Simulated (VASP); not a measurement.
## Rh: single point with PBE

The system is Rh.

```
CELL_PARAMETERS angstrom
2.46776 0.00000 0.00000
0.00000 2.46776 0.00000
0.00000 0.00000 2.46776
ATOMIC_POSITIONS crystal
Rh 0.00000 0.00000 0.00000
```

This cell differs from its parent crystal: volume scaled by 0.92.

```
Program             : VASP 6.6.1
Task                : single point
Functional          : PBE
Potentials or basis : VASP PAW PBE potentials, release 64 (Rh_pv)
Cutoff              : 520 eV
k mesh              : 14 × 14 × 14
Occupations         : fermi-dirac, width 0.1 eV
Spin                : no spin polarisation
```

```
Pressure : 18.7 GPa
```

Levels at points of the mesh, in eV from the Fermi level:
| k point | band 5 | band 6 | band 7 | band 8 | band 9 | band 10 |
| --- | --- | --- | --- | --- | --- | --- |
| (0.00, 0.00, 0.00) | -5.70 | -5.70 | 0.86 | 0.86 | 0.86 | 17.40 |
| (0.50, 0.00, 0.00) | -4.72 | -1.53 | -1.53 | -0.21 | 1.09 | 6.80 |
| (0.50, 0.50, 0.00) | -4.02 | -1.07 | -1.07 | 2.61 | 5.84 | 5.84 |
| (0.50, 0.50, 0.50) | -5.00 | -5.00 | 2.77 | 2.77 | 9.99 | 12.86 |

It took 7.8 s on 1 thread of Intel(R) Xeon(R) 6975P-C (Granite Rapids), on a shared host, peak memory 0.13 GiB.
